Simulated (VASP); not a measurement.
# NbAg3 (I4/mmm) in VASP: notebook

Runs on NbAg3. Level: r2SCAN+U. Tasks: relaxation of cell and atoms.

Program: VASP 6.6.1. These are calculated values, not measurements. Logs are shortened: lines on timing, memory, paths and dates and some standing lists are left out, and cuts for length are marked.

### 1 The cell of the first run

It takes space group I4/mmm (No. 139, tetragonal). Conventional cell: a = 4.118 Å, b = 4.118 Å, c = 8.362 Å, α = 90.00°, β = 90.00°, γ = 90.00°. Within 3.8 Å of Ag (site symmetry -4m2) lie 8 Ag at 2.91 to 2.93 Å and 4 Nb at 2.93 Å. Ag (site symmetry 4/mmm) has 4 Nb at 2.91 Å and 8 Ag at 2.93 Å within 3.8 Å. Nb (site symmetry 4/mmm) has 12 Ag at 2.91 to 2.93 Å within 3.8 Å.

### 2 Relaxation of cell and atoms, r2SCAN+U

Input file POSCAR:

```
NbAg3
1.0
    0.0000000000      4.1177915800      0.0000000000
    4.1177915800      0.0000000000      0.0000000000
    2.0588957900      2.0588957900     -4.1810765300
Ag Nb
3 1
Direct
    0.7500000000      0.2500000000      0.5000000000
    0.2500000000      0.7500000000      0.5000000000
    0.5000000000      0.5000000000      0.0000000000
    0.0000000000      0.0000000000      0.0000000000
```

Input file INCAR.step1:

```
  PREC = Accurate
  ENCUT = 600
  ISMEAR = -1
  SIGMA = 0.1
  LREAL = False
  LASPH = True
  NELM = 150
  LMAXMIX = 4
  LDAU = True
  LDAUTYPE = 2
  LDAUL = -1 2
  LDAUU = 0 2.89
  LDAUJ = 0 0
  GGA = PE
  ALGO = Normal
  EDIFF = 1E-4
  LWAVE = True
  LCHARG = False
```

Input file INCAR.step2:

```
  PREC = Accurate
  ENCUT = 600
  EDIFF = 1E-6
  ISMEAR = -1
  SIGMA = 0.1
  LREAL = False
  LASPH = True
  NELM = 150
  ALGO = Normal
  ISIF = 3
  LWAVE = False
  LCHARG = False
  LMAXMIX = 4
  LDAU = True
  LDAUTYPE = 2
  LDAUL = -1 2
  LDAUU = 0 2.89
  LDAUJ = 0 0
  LDAUPRINT = 1
  METAGGA = R2SCAN
  LMIXTAU = True
  IBRION = 2
  NSW = 60
  EDIFFG = -0.01
  ISTART = 1
```

Input file KPOINTS:

```
Automatic mesh
0
Gamma
  5 5 5
```

Potentials or basis: VASP PAW PBE potentials, release 64 (Ag, Nb_sv).

Command:

```sh
> cat potpaw_PBE.64/Ag/POTCAR potpaw_PBE.64/Nb_sv/POTCAR > POTCAR
> cp INCAR.step1 INCAR
> mpirun -np 1 vasp_std > vasp.out
> cp INCAR.step2 INCAR
> mpirun -np 1 vasp_std > vasp.out
```

OUTCAR:

```text
PREC = Accurate
   ENCUT = 600
   EDIFF = 1E-6
   ISMEAR = -1
   LREAL = False
   LASPH = True
   NELM = 150
   ISIF = 3
   METAGGA = R2SCAN
   IBRION = 2
   NSW = 60
   EDIFFG = -0.01
   ISTART = 1

 ion  position               nearest neighbor table
   1  0.750  0.250  0.500-   2 2.91   2 2.91   2 2.91   2 2.91   4 2.93   3 2.93   4 2.93   4 2.93
                             3 2.93   3 2.93   4 2.93   3 2.93
   2  0.250  0.750  0.500-   1 2.91   1 2.91   1 2.91   1 2.91   4 2.93   3 2.93   4 2.93   3 2.93
                             4 2.93   4 2.93   3 2.93   3 2.93
   3  0.500  0.500  0.000-   4 2.91   4 2.91   4 2.91   4 2.91   2 2.93   1 2.93   2 2.93   2 2.93
                             1 2.93   1 2.93   1 2.93   2 2.93
   4  0.000  0.000  0.000-   3 2.91   3 2.91   3 2.91   3 2.91   1 2.93   1 2.93   2 2.93   1 2.93
                             2 2.93   2 2.93   1 2.93   2 2.93

  LATTYP: Found a body centered tetragonal cell.
 ALAT       =     4.1177915800
 C/A-ratio  =     2.0307373255

  Lattice vectors:

 A1 = (  -2.0588957900,   2.0588957900,   4.1810765300)
 A2 = (   2.0588957900,  -2.0588957900,   4.1810765300)
 A3 = (   2.0588957900,   2.0588957900,  -4.1810765300)

Analysis of symmetry for initial positions (statically):
=====================================================================
 Subroutine PRICEL returns:
 Original cell was already a primitive cell.

 Routine SETGRP: Setting up the symmetry group for a
 body centered tetragonal supercell.

 Subroutine GETGRP returns: Found 16 space group operations
 (whereof 16 operations were pure point group operations)
 out of a pool of 16 trial point group operations.

The static configuration has the point symmetry D_4h.

Analysis of symmetry for dynamics (positions and initial velocities):
=====================================================================
 Subroutine PRICEL returns:
 Original cell was already a primitive cell.

 Routine SETGRP: Setting up the symmetry group for a
 body centered tetragonal supercell.

 Subroutine GETGRP returns: Found 16 space group operations
 (whereof 16 operations were pure point group operations)
 out of a pool of 16 trial point group operations.

The dynamic configuration has the point symmetry D_4h.

 Subroutine INISYM returns: Found 16 space group operations
[... 151 lines left out ...]
  FORCE on cell =-STRESS in cart. coord.  units (eV):
  Direction    XX          YY          ZZ          XY          YZ          ZX
  --------------------------------------------------------------------------------------
  -------------------------------------------------------------------------------------
  Total        0.2278480      0.2278480     -2.3925728      0.0000000      0.0000000      0.0000000
  in kB        5.1491902      5.1491902    -54.0703152      0.0000000      0.0000000      0.0000000
  external PRESSURE =     -14.5906449 kB  Pullay stress =       0.0000000 kB
[... 95 lines left out ...]
  FREE ENERGIE OF THE ION-ELECTRON SYSTEM (eV)
  ---------------------------------------------------
  free  energy   TOTEN  =       -84.7789183217 eV

  energy  without entropy=      -84.6864597199  energy(sigma->0) =      -84.73268902

[... ionic steps 4 to 9 ...]

--------------------------------------- Ionic step       10  -------------------------------------------

 number of electron      45.9999997 magnetization

------------------------ aborting loop because EDIFF is reached ----------------------------------------
[... 65 lines left out ...]
  FREE ENERGIE OF THE ION-ELECTRON SYSTEM (eV)
  ---------------------------------------------------
  free  energy   TOTEN  =       -84.9104492050 eV

  energy  without entropy=      -84.8715765466  energy(sigma->0) =      -84.89101288

atom =   4  type =  2  l = 2

 onsite density matrix

spin component  1

  0.1543  0.0000  0.0000 -0.0000  0.0000
  0.0000  0.2571  0.0000 -0.0000 -0.0000
  0.0000  0.0000  0.1383  0.0000  0.0000
 -0.0000 -0.0000  0.0000  0.2571  0.0000
  0.0000 -0.0000  0.0000  0.0000  0.2454

spin component  2

  0.1543  0.0000  0.0000 -0.0000  0.0000
  0.0000  0.2571  0.0000 -0.0000 -0.0000
  0.0000  0.0000  0.1383  0.0000  0.0000
 -0.0000 -0.0000  0.0000  0.2571  0.0000
  0.0000 -0.0000  0.0000  0.0000  0.2454

 occupancies and eigenvectors

  o =  0.1383  v =  0.0000 -0.0000 -1.0000 -0.0000 -0.0000  0.0000  0.0000  0.0000  0.0000  0.0000      0.0000  0.0000  0.0000  0.0000  0.0000  0.0000  0.0000  0.0000  0.0000  0.0000
  o =  0.1383  v =  0.0000  0.0000  0.0000  0.0000  0.0000  0.0000 -0.0000 -1.0000 -0.0000 -0.0000      0.0000  0.0000  0.0000  0.0000  0.0000  0.0000  0.0000  0.0000  0.0000  0.0000
  o =  0.1543  v =  1.0000  0.0000  0.0000  0.0000  0.0000  0.0000  0.0000  0.0000  0.0000  0.0000      0.0000  0.0000  0.0000  0.0000  0.0000  0.0000  0.0000  0.0000  0.0000  0.0000
  o =  0.1543  v =  0.0000  0.0000  0.0000  0.0000  0.0000  1.0000  0.0000  0.0000  0.0000  0.0000      0.0000  0.0000  0.0000  0.0000  0.0000  0.0000  0.0000  0.0000  0.0000  0.0000
  o =  0.2454  v =  0.0000 -0.0000  0.0000 -0.0000 -1.0000  0.0000  0.0000  0.0000  0.0000  0.0000      0.0000  0.0000  0.0000  0.0000  0.0000  0.0000  0.0000  0.0000  0.0000  0.0000
  o =  0.2454  v =  0.0000  0.0000  0.0000  0.0000  0.0000  0.0000 -0.0000  0.0000 -0.0000 -1.0000      0.0000  0.0000  0.0000  0.0000  0.0000  0.0000  0.0000  0.0000  0.0000  0.0000
  o =  0.2571  v =  0.0000  0.0000  0.0000  0.0000  0.0000  0.0000  0.9335  0.0000 -0.3586 -0.0000      0.0000  0.0000  0.0000  0.0000  0.0000  0.0000  0.0000  0.0000  0.0000  0.0000
  o =  0.2571  v =  0.0000  0.9335  0.0000 -0.3586 -0.0000  0.0000  0.0000  0.0000  0.0000  0.0000      0.0000  0.0000  0.0000  0.0000  0.0000  0.0000  0.0000  0.0000  0.0000  0.0000
  o =  0.2571  v =  0.0000  0.0000  0.0000  0.0000  0.0000  0.0000  0.3586 -0.0000  0.9335 -0.0000      0.0000  0.0000  0.0000  0.0000  0.0000  0.0000  0.0000  0.0000  0.0000  0.0000
  o =  0.2571  v =  0.0000  0.3586 -0.0000  0.9335 -0.0000  0.0000  0.0000  0.0000  0.0000  0.0000      0.0000  0.0000  0.0000  0.0000  0.0000  0.0000  0.0000  0.0000  0.0000  0.0000

--------------------------------------- Ionic step       12  -------------------------------------------

 number of electron      46.0000003 magnetization

 Free energy of the ion-electron system (eV)
  ---------------------------------------------------
  ext. energy  EPLUGINS =         0.00000000
  ---------------------------------------------------
  free energy    TOTEN  =       -84.91182376 eV

  energy without entropy =      -84.87176101  energy(sigma->0) =      -84.89179238

 E-fermi :   9.4818     XC(G=0): -13.2834

 val. band max:        9.3898594280   @ k =   0.4000   0.4000   0.0000
 cond. band min:       9.5546959045   @ k =  -0.2000   0.0000   0.4000
 fundamental gap:      0.1648364764
 Fermi energy:         9.4817510233

 k-point     1 :       0.0000    0.0000    0.0000
  band No.  band energies     occupation
      1     -48.7254      2.00000
      2     -24.0126      2.00000
      3     -23.9944      2.00000
      4     -23.9944      2.00000
      5       1.3767      2.00000
      6       2.7178      2.00000
[... 560 lines left out ...]
  FREE ENERGIE OF THE ION-ELECTRON SYSTEM (eV)
  ---------------------------------------------------
  free  energy   TOTEN  =       -84.9118237597 eV

  energy  without entropy=      -84.8717610088  energy(sigma->0) =      -84.89179238

 reached required accuracy - stopping structural energy minimisation
```

OUTCAR.step1:

```text
PREC = Accurate
   ENCUT = 600
   ISMEAR = -1
   LREAL = False
   LASPH = True
   NELM = 150
[... 767 lines left out ...]
      4.11779      2.05890     -2.09054        -0.000000      0.000000      0.000000
      2.05890      2.05890      0.00000        -0.000000      0.000000     -0.000000
      0.00000      0.00000      0.00000        -0.000000      0.000000     -0.000000
 -----------------------------------------------------------------------------------
    total drift:                                0.000000      0.000000     -0.000000

  FREE ENERGIE OF THE ION-ELECTRON SYSTEM (eV)
  ---------------------------------------------------
  free  energy   TOTEN  =       -14.3001300437 eV

  energy  without entropy=      -14.1870990171  energy(sigma->0) =      -14.24361453
```

OSZICAR.step1:

```text
N       E                     dE             d eps       ncg     rms          rms(c)
DAV:   1     0.424802321529E+03    0.42480E+03   -0.27107E+04   972   0.194E+03
DAV:   2     0.326126769766E+01   -0.42154E+03   -0.41138E+03  1075   0.521E+02
DAV:   3    -0.153152477530E+02   -0.18577E+02   -0.17703E+02  1413   0.940E+01
DAV:   4    -0.163322162752E+02   -0.10170E+01   -0.10000E+01  1480   0.196E+01
DAV:   5    -0.163694282899E+02   -0.37212E-01   -0.37093E-01  1373   0.339E+00    0.114E+01
DAV:   6    -0.143926682372E+02    0.19768E+01   -0.65073E+00  1362   0.211E+01    0.626E+00
DAV:   7    -0.143109024247E+02    0.81766E-01   -0.68730E-01  1728   0.585E+00    0.346E+00
DAV:   8    -0.143075478174E+02    0.33546E-02   -0.11956E-01  1367   0.251E+00    0.148E+00
DAV:   9    -0.143001184944E+02    0.74293E-02   -0.35738E-02  1415   0.159E+00    0.240E-01
DAV:  10    -0.142998396177E+02    0.27888E-03   -0.48801E-03  1626   0.443E-01    0.111E-01
DAV:  11    -0.143000802475E+02   -0.24063E-03   -0.44642E-04  1109   0.171E-01    0.433E-02
DAV:  12    -0.143001300437E+02   -0.49796E-04   -0.66361E-05   603   0.896E-02
   1 F= -.14300130E+02 E0= -.14243615E+02  d E =-.113031E+00
```

Wall time 28 min (1 thread of Intel Xeon Platinum 8375C at 2.90GHz (Ice Lake), shared host); peak memory 0.28 GiB.

Results:

```
Free energy                            : -84.9118 eV
Relaxed volume                         : 17.41 Å³/atom
Relaxed cell                           : a = 4.576 Å, b = 4.576 Å, c = 4.640 Å, α = 60.46°, β = 60.46°, γ = 90.00°
Space group after relaxing (to 0.05 Å) : I4/mmm (No. 139)
Energy gained by relaxing              : 48.5 meV/atom
Ionic steps                            : 12
Pressure after relaxing                : 0.0 GPa
Band gap on the k mesh                 : zero (band 23 reaches 9.78 eV, above the bottom of band 24 at 8.98 eV)
```

Stress tensor (GPa, compression positive):
```
 0.01  0.00  0.00
 0.00  0.01  0.00
 0.00  0.00 -0.07
```

Step by step:
| step | energy change (eV) | largest force (eV/Å) | pressure (GPa) | volume (Å³) |
| --- | --- | --- | --- | --- |
| 1 | 0.0000 | 0.0000 | -1.46 | 70.90 |
| 2 | -0.0512 | 0.0000 | 1.51 | 69.23 |
| 3 | -0.0612 | 0.0000 | 3.48 | 68.27 |
| 4 | -0.0903 | 0.0000 | 2.54 | 68.65 |
| 5 | -0.1430 | 0.0000 | 0.25 | 69.70 |
| 6 | -0.1712 | 0.0000 | -2.95 | 71.29 |
| 7 | -0.1699 | 0.0000 | -2.21 | 70.92 |
| 8 | -0.1877 | 0.0000 | -0.33 | 69.85 |
| 9 | -0.1900 | 0.0000 | 0.56 | 69.38 |
| 10 | -0.1900 | 0.0000 | 0.79 | 69.27 |
| 11 | -0.1927 | 0.0000 | 0.39 | 69.44 |
| 12 | -0.1941 | 0.0000 | -0.01 | 69.63 |

Final structure:
```
CELL_PARAMETERS angstrom
0.00000 4.57575 0.00000
4.57575 0.00000 0.00000
2.28787 2.28787 -3.32550
ATOMIC_POSITIONS crystal
Ag 0.75000 0.25000 0.50000
Ag 0.25000 0.75000 0.50000
Ag 0.50000 0.50000 0.00000
Nb 0.00000 0.00000 0.00000
```

Levels at points of the mesh, in eV from the Fermi level:
```
           k point  band 21  band 22  band 23  band 24  band 25  band 26
(0.00, 0.00, 0.00)    -0.31    -0.31    -0.29     1.50     1.53     5.14
```

Eigenvalues of the final occupation matrices:
```csv
site,spin,trace,eigenvalues
site 4 d,1,1.05,0.14 0.15 0.25 0.26 0.26
site 4 d,2,1.05,0.14 0.15 0.25 0.26 0.26
```

Caveat: the PAW data sets were made with another functional, which shifts forces and pressure a little; U without spin polarisation on a metal has little footing; the U is typed as a test and isn't derived for this compound.

### 3 Relaxation of cell and atoms, r2SCAN+U

POSCAR is that of step 2.

Input file INCAR.step1:

```
ALGO = Normal ; EDIFF = 1E-4
ENCUT = 600 ; GGA = PE
ISMEAR = -1 ; LASPH = True
LCHARG = False ; LDAU = True
LDAUJ = 0 0 ; LDAUL = -1 2
LDAUTYPE = 2 ; LDAUU = 0 2.89
LMAXMIX = 4 ; LREAL = False
LWAVE = True ; NELM = 150
PREC = Accurate ; SIGMA = 0.1
```

Input file INCAR.step2:

```
ALGO = Normal ; EDIFF = 1E-6
EDIFFG = -0.01 ; ENCUT = 600
IBRION = 2 ; ISIF = 3
ISMEAR = -1 ; ISTART = 1
LASPH = True ; LCHARG = False
LDAU = True ; LDAUJ = 0 0
LDAUL = -1 2 ; LDAUPRINT = 1
LDAUTYPE = 2 ; LDAUU = 0 2.89
LMAXMIX = 4 ; LMIXTAU = True
LREAL = False ; LWAVE = False
METAGGA = R2SCAN ; NELM = 150
NSW = 60 ; PREC = Accurate
SIGMA = 0.1
```

Input file KPOINTS:

```
k-points
0
Gamma
  5 5 5
```

Potentials or basis: VASP PAW PBE potentials, release 64 (Ag, Nb_sv).

Command:

```sh
> cat potpaw_PBE.64/Ag/POTCAR potpaw_PBE.64/Nb_sv/POTCAR > POTCAR
> cp INCAR.step1 INCAR
> mpirun -np 1 vasp_std > vasp.out
> cp INCAR.step2 INCAR
> mpirun -np 1 vasp_std > vasp.out
```

Wall time 70 min (1 thread of AMD EPYC 7R43 (Zen 3), shared host); peak memory 0.24 GiB.

Results (log left out):

```yaml
Free_energy: -84.9120 eV
Relaxed_volume: 17.40 Å³/atom
Relaxed_cell: a = 4.603 Å, b = 4.603 Å, c = 4.625 Å, α = 60.16°, β = 60.16°, γ = 90.00°
Space_group_after_relaxing_to_0.05_Å: Fm-3m (No. 225)
Energy_gained_by_relaxing: 48.6 meV/atom
Ionic_steps: 18
Pressure_after_relaxing: 0.0 GPa
Band_gap_on_the_k_mesh: zero (band 23 reaches 9.78 eV, above the bottom of band 24 at 8.99 eV)
```

Step by step:
```csv
step,energy change (eV),largest force (eV/Å),pressure (GPa),volume (Å³)
1,0.0000,0.0000,-1.46,70.90
2,-0.0512,0.0000,1.51,69.23
3,-0.0612,0.0000,3.48,68.27
4,-0.0903,0.0000,2.54,68.65
5,-0.1430,0.0000,0.25,69.70
6,-0.1712,0.0000,-2.95,71.29
7,-0.1699,0.0000,-2.21,70.92
8,-0.1877,0.0000,-0.33,69.85
9,-0.1900,0.0000,0.56,69.38
10,-0.1900,0.0000,0.81,69.26
11,-0.1928,0.0000,0.40,69.43
12,-0.1941,0.0000,-0.01,69.61
13,-0.1916,0.0000,-0.46,69.86
14,-0.1942,0.0000,-0.10,69.67
15,-0.1942,0.0000,-0.11,69.67
16,-0.1942,0.0000,-0.14,69.69
17,-0.1943,0.0000,0.09,69.57
18,-0.1943,0.0000,0.00,69.62
```

Final structure:
```yaml
crystal:
  lattice:
    - [0.00000, 4.60269, 0.00000]
    - [4.60269, 0.00000, 0.00000]
    - [2.30134, 2.30134, -3.28632]
  atoms:
    - { symbol: Ag, position: [0.75000, 0.25000, 0.50000] }
    - { symbol: Ag, position: [0.25000, 0.75000, 0.50000] }
    - { symbol: Ag, position: [0.50000, 0.50000, 0.00000] }
    - { symbol: Nb, position: [0.00000, 0.00000, 0.00000] }
```

Levels at points of the mesh, in eV from the Fermi level:
| k point | band 20 | band 21 | band 22 | band 23 | band 24 | band 25 | band 26 | band 27 |
| --- | --- | --- | --- | --- | --- | --- | --- | --- |
| (0.00, 0.00, 0.00) | -3.99 | -0.30 | -0.30 | -0.30 | 1.52 | 1.52 | 5.14 | 6.12 |

Eigenvalues of the final occupation matrices:
```
    site  spin  trace               eigenvalues
site 4 d     1   1.05  0.14 0.15 0.25 0.25 0.25
site 4 d     2   1.05  0.14 0.15 0.25 0.25 0.25
```

Caveat: the PAW data sets were made with another functional, which shifts forces and pressure a little; U without spin polarisation on a metal has little footing; the U is typed as a test and isn't derived for this compound.
